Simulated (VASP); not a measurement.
## Mg: single point with PBEsol+D3(BJ)

Mg, a slab with vacuum:

```
Mg
1.0
     3.11688    0.00000    0.00000
    -1.55844    2.69930    0.00000
     0.00000    0.00000   25.08105
Mg
3
Direct
  0.66667 0.33333 0.27910
  0.33333 0.66667 0.37928
  0.66667 0.33333 0.47701
```

```json
{
  "Program": "VASP 6.6.1",
  "Task": "single point",
  "Functional": "PBEsol",
  "Dispersion": "D3(BJ)",
  "Potentials or basis": "VASP PAW PBE potentials, release 64 (Mg)",
  "Cutoff": "520 eV",
  "k mesh": "12 × 12 × 1",
  "Occupations": "methfessel-paxton, width 0.1 eV",
  "Spin": "no spin polarisation"
}
```

```json
{
  "Largest force": "0.218 eV/Å",
  "Band gap on the k mesh": "zero (bands 3 and 4 overlap by 1.32 eV)",
  "Dispersion energy per atom": "-0.188 eV"
}
```

Forces in eV/Å, atoms in the order of the input:
```
Mg   0.000  0.000 -0.104
Mg   0.000  0.000 -0.114
Mg   0.000  0.000  0.218
```

Levels at points of the mesh, in eV from the Fermi level:
| k point | band 1 | band 2 | band 3 | band 4 | band 5 | band 6 |
| --- | --- | --- | --- | --- | --- | --- |
| (0.00, 0.00, 0.00) | -6.75 | -5.34 | -3.10 | -0.88 | 1.80 | 3.28 |
| (0.50, 0.00, 0.00) | -1.83 | -1.67 | -0.72 | 0.04 | 1.77 | 2.10 |

Wall time 110 s on 1 thread of Intel Xeon 8259CL (shared host), peak memory 0.32 GiB.

Caveat: the PAW data sets were made with another functional, which shifts forces and pressure a little.
